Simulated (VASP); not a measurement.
Set up this calculation in VASP 6.6.1, as the native input.

```yaml
Task: single point
Functional: PBE
Potentials_or_basis: VASP PAW PBE potentials, release 64 (Mg, O)
Cutoff: 520 eV
k_mesh: 4 × 4 × 4
Occupations: gaussian, width 0.05 eV
Spin: no spin polarisation
Dipole_correction: no
Further_INCAR_settings: LREAL = Auto; ALGO = Normal; EDIFF = 1e-07; NBANDS = 46
```

The structure of MgO lies in POSCAR:

```
MgO
1.0
    0.0000000000      4.2538458108     -4.2538458108
    4.2538458108      4.2538458108      0.0000000000
    4.2538458108      0.0000000000     -4.2538458108
Mg O
8 8
Direct
   -0.0012979290     -0.0006620254      0.5016177524
   -0.0012979290      0.4993379746      0.5016177524
    0.5194689353      0.0099303814      0.4757337134
    0.4987020710      0.4993379746      0.5016177524
   -0.0012979290     -0.0006620254      1.0016177524
   -0.0012979290      0.4993379746      1.0016177524
    0.4987020710     -0.0006620254      1.0016177524
    0.4987020710      0.4993379746      1.0016177524
    0.2487020710      0.7493379746      0.2516177524
    0.2487020710      0.2493379746      0.2516177524
    0.7487020710      0.7493379746      0.2516177524
    0.7487020710      0.2493379746      0.2516177524
    0.2487020710      0.7493379746      0.7516177524
    0.2487020710      0.2493379746      0.7516177524
    0.7487020710      0.7493379746      0.7516177524
    0.7487020710      0.2493379746      0.7516177524
```

This cell differs from its parent crystal: atom 3 moved 0.15 Å.

One way to write it, as run:

INCAR

```
SYSTEM = MgO
PREC = Accurate ; ENCUT = 520
EDIFF = 1E-7 ; ISMEAR = 0
SIGMA = 0.05 ; LREAL = Auto
LASPH = .True. ; NELM = 80
ALGO = Normal ; ISIF = 2
LWAVE = .False. ; LCHARG = .False.
GGA = PE ; NBANDS = 46
```

KPOINTS

```
Automatic mesh
0
Gamma
  4 4 4
  0 0 0
```

Potentials or basis: VASP PAW PBE potentials, release 64 (Mg, O).

Run with:

```bash
$ cat potpaw_PBE.64/Mg/POTCAR potpaw_PBE.64/O/POTCAR > POTCAR
$ mpirun -np 1 vasp_std > vasp.out
```

It gave:

The pressure is -0.4 GPa. The largest force is 1.659 eV/Å and the band gap on the k mesh is 4.37 eV.

Caveat: the cell differs from its parent crystal (atom 3 moved 0.15 Å); forces of over 1 eV/Å act on the atoms, so gaps and moduli don't describe the material at rest.

Run time: 7.6 min on 1 thread of AMD EPYC 7R13 Processor (Zen 3) (shared host), peak memory 0.37 GiB.
